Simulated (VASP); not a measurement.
The system is PbS.

```xyz
2
Lattice="0.0000 2.9458 2.9458 2.9458 0.0000 2.9458 2.9458 2.9458 0.0000" Properties=species:S:1:pos:R:3 pbc="T T T"
Pb    0.0000    0.0000    0.0000
S     2.9458    2.9458    2.9458
```

Base run:

```yaml
Program: VASP 6.6.1
Functional: RPBE
Potentials_or_basis: VASP PAW PBE potentials, release 64 (Pb_d, S)
Cutoff: 520 eV
k_mesh: 8 × 8 × 8
Occupations: fermi-dirac, width 0.05 eV
Spin: no spin polarisation
```

Its results: band gap on the k mesh 0.38 eV; pressure 5.5 GPa.

**Question.** The run is repeated on the same cell with these changes: functional from RPBE to HF; k mesh from 8 × 8 × 8 to 4 × 4 × 4. What comes out?

**Answer.** Band gap on the k mesh 5.38 eV; pressure 9.2 GPa.

Several settings changed at once.

Caveats: some runs use coarse meshes; the PAW data sets were made with another functional, which shifts forces and pressure a little; spin-orbit coupling is left out, which moves the levels of the heavy elements; the cell stands under pressure (at least some runs).

A k mesh can miss the band edges.
